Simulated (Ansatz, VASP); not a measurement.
# Two plane-wave programs on AlNi3

```
CELL_PARAMETERS angstrom
0.00000 2.79841 2.79841
2.79841 0.00000 2.79841
2.79841 2.79841 0.00000
ATOMIC_POSITIONS crystal
Al 0.51787 0.48213 0.48213
Ni 0.25000 0.25000 0.25000
Ni 0.00000 0.00000 0.00000
Ni 0.75000 0.75000 0.75000
```

Change from the starting cell: all Al atoms moved -0.100 Å, as atom 1 along Cartesian [1 0 0].

Alike in both runs: task single point; functional PBEsol; k mesh 14 × 14 × 14; occupations gaussian, width 0.15 eV; no spin polarisation.

```csv
,VASP,Ansatz
version,VASP 6.6.1,Ansatz 0.2.0
potentials or method,"VASP PAW PBE potentials, release 64 (Al, Ni), cutoff 520 eV","scalar-relativistic, plane waves, PAW"
valence electrons in the cell,33,57
```

```csv
,VASP,Ansatz,Ansatz less VASP
gap on the k mesh at the Fermi level (eV),none,none,-
pressure (GPa),0.6,0.5,-0.08
"traceless stress, the component that is largest in VASP (GPa)",-0.23,-0.23,+0.002
rms of the force components (eV/Å),0.314,0.313,-0.0017
```

VASP's potentials were made for PBE, not for PBEsol. Atom by atom the forces differ by 0.002 eV/Å (rms over components). A gap of «none» marks a metal or a gap that the smearing closes. VASP's potentials hold 33 valence electrons a cell and Ansatz's 57, so a difference there can come from the potentials and not from the codes.
